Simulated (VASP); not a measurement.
The system is K.

```
CELL_PARAMETERS angstrom
3.42152 0.00000 0.00000
0.00000 3.42152 0.00000
0.00000 0.00000 3.42152
ATOMIC_POSITIONS crystal
K 0.00000 0.00000 0.00000
```

This cell differs from its parent crystal: volume scaled by 0.52.

Base run:

```yaml
Program: VASP 6.6.1
Functional: PBEsol
Potentials_or_basis: VASP PAW PBE potentials, release 64 (K_sv)
Cutoff: 520 eV
k_mesh: 9 × 9 × 9
Occupations: fermi-dirac, width 0.1 eV
Spin: no spin polarisation
```

Its results: pressure 6.0 GPa.

The run is repeated on the same cell with these changes: functional from PBEsol to revPBE. What comes out?

Pressure 7.4 GPa.

revPBE binds less tightly than PBEsol, so the same cell stands under more pressure.

Caveats: the PAW data sets were made with another functional, which shifts forces and pressure a little.
